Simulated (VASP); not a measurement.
Si4O, 5 atoms in the cell. The cell holds a slab with vacuum, 5 atoms: a = 3.833 Å, b = 3.833 Å, c = 21.203 Å, α = 90.00°, β = 90.00°, γ = 90.00°. 

```yaml
Program: VASP 6.6.1
Task: single point
Functional: PBE
Dispersion: D3(BJ)
Potentials_or_basis: VASP PAW PBE potentials, release 64 (Si, O)
Cutoff: 520 eV
k_mesh: 7 × 7 × 1
Occupations: gaussian, width 0.05 eV
Spin: collinear spin, ferromagnetic start
Starting_moments: "[0.0, 0.0, 0.0, 0.0, 2.0] μB"
Dipole_correction: yes
Further_INCAR_settings: ALGO = Normal; EDIFF = 1e-06; NBANDS = 23
```

Potentials or basis: VASP PAW PBE potentials, release 64 (Si, O).

Run with:

```bash
$ cat potpaw_PBE.64/Si/POTCAR potpaw_PBE.64/O/POTCAR > POTCAR
$ mpirun -np 1 vasp_std > vasp.out
```

Hardware: 1 thread of AMD EPYC 9R45 96-Core Processor (Zen 5), with other jobs on the host.

Task: How long does it take, and how much memory?

Result: It took 8.1 min on 1 thread of AMD EPYC 9R45 96-Core Processor (Zen 5), on a shared host, peak memory 0.56 GiB. Counts: scf iterations 48, k points 16.
